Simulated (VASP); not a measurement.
ZnO: single point with PBE

The system is ZnO.

```xyz
2
Lattice="2.2109 -2.5058 0.0000 2.2109 2.5058 0.0000 0.0000 0.0000 2.5682" Properties=species:S:1:pos:R:3 pbc="T T T"
Zn    0.0000    0.0000    1.2841
O     2.2109    0.0000    1.2841
```

The cell was generated, and may not be a known phase.

```json
{
 "Program": "VASP 6.6.1",
 "Task": "single point",
 "Functional": "PBE",
 "Potentials or basis": "VASP PAW PBE potentials, release 64 (Zn, O)",
 "Cutoff": "520 eV",
 "k mesh": "6 × 6 × 6",
 "Occupations": "gaussian, width 0.1 eV",
 "Spin": "collinear spin, ferromagnetic start",
 "Starting moments": "[0.0, 1.0] μB"
}
```

* Pressure: -15.5 GPa
* Net moment: -0.17 μB per cell
* Site moments: Zn +0.00; O -0.16 μB
* Valence electrons inside the program's atomic spheres: Zn 10.52; O 4.79

Stress tensor (GPa, compression positive):
```
-36.69   0.00   0.00
  0.00 -24.86   0.00
  0.00   0.00  14.96
```

Levels at points of the mesh, in eV from the Fermi level:
Spin up:
| k point | band 7 | band 8 | band 9 | band 10 | band 11 | band 12 |
| --- | --- | --- | --- | --- | --- | --- |
| (0.00, 0.00, 0.00) | -2.97 | -2.97 | -2.00 | 0.47 | 9.17 | 9.82 |
| (0.50, 0.00, 0.00) | -5.62 | -1.41 | 0.63 | 2.49 | 3.07 | 8.46 |
| (0.50, 0.50, 0.00) | -4.40 | -4.29 | -1.49 | 0.63 | 6.26 | 7.94 |
| (0.00, 0.00, 0.50) | -4.04 | -2.12 | -1.28 | 2.78 | 2.88 | 13.86 |
| (0.50, 0.00, 0.50) | -3.01 | -2.62 | -0.89 | 1.27 | 6.85 | 7.87 |
| (0.50, 0.50, 0.50) | -3.05 | -2.72 | -2.63 | 3.00 | 4.85 | 8.33 |
Spin down:
| k point | band 6 | band 7 | band 8 | band 9 | band 10 | band 11 | band 12 | band 13 |
| --- | --- | --- | --- | --- | --- | --- | --- | --- |
| (0.00, 0.00, 0.00) | -6.37 | -3.09 | -3.01 | -2.12 | -0.17 | 9.17 | 9.85 | 11.31 |
| (0.50, 0.00, 0.00) | -6.39 | -5.64 | -1.53 | -0.02 | 2.41 | 3.05 | 8.47 | 14.76 |
| (0.50, 0.50, 0.00) | -6.23 | -4.48 | -4.36 | -1.48 | -0.02 | 6.21 | 7.90 | 14.43 |
| (0.00, 0.00, 0.50) | -6.19 | -4.37 | -2.25 | -1.41 | 2.58 | 2.84 | 13.85 | 14.35 |
| (0.50, 0.00, 0.50) | -6.28 | -3.09 | -3.09 | -1.01 | 1.30 | 6.79 | 7.84 | 10.88 |
| (0.50, 0.50, 0.50) | -6.13 | -3.16 | -3.13 | -2.82 | 3.02 | 4.86 | 8.36 | 9.64 |

Wall time 110 s on 1 thread of AMD EPYC 7R13, on a shared host, peak memory 0.15 GiB.

Caveat: the k points lie up to 0.41 Å⁻¹ apart; a moment this small can come from the mesh or the smearing.
